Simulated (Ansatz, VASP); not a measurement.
## TaN: VASP beside Ansatz

```
Ta N
1.0
    -0.47222    1.97030    1.97030
     1.97030   -0.47222    1.97030
     1.97030    1.97030   -0.47222
Ta N
1 1
Direct
  0.50000 0.50000 0.50000
  0.00000 0.00000 0.00000
```

Alike in both runs: task single point; functional PBEsol; k mesh 20 × 20 × 20; occupations gaussian, width 0.15 eV; no spin polarisation.

```csv
,VASP,Ansatz
version,VASP 6.6.1,Ansatz 0.2.0
potentials or method,"VASP PAW PBE potentials, release 64 (Ta_sv_GW, N), cutoff 600 eV","scalar-relativistic, plane waves, PAW"
valence electrons in the cell,18,18
```

```csv
,VASP,Ansatz,Ansatz less VASP
gap on the k mesh at the Fermi level (eV),none,none,-
pressure (GPa),3.1,3.1,+0.01
"traceless stress, the component that is largest in VASP (GPa)",11.63,11.70,+0.068
```

VASP's potentials were made for PBE, not for PBEsol. A gap of «none» marks a metal or a gap that the smearing closes. The functional is the same, so the differences come from potentials, cutoffs and numerics.

Spin-orbit coupling is off throughout.
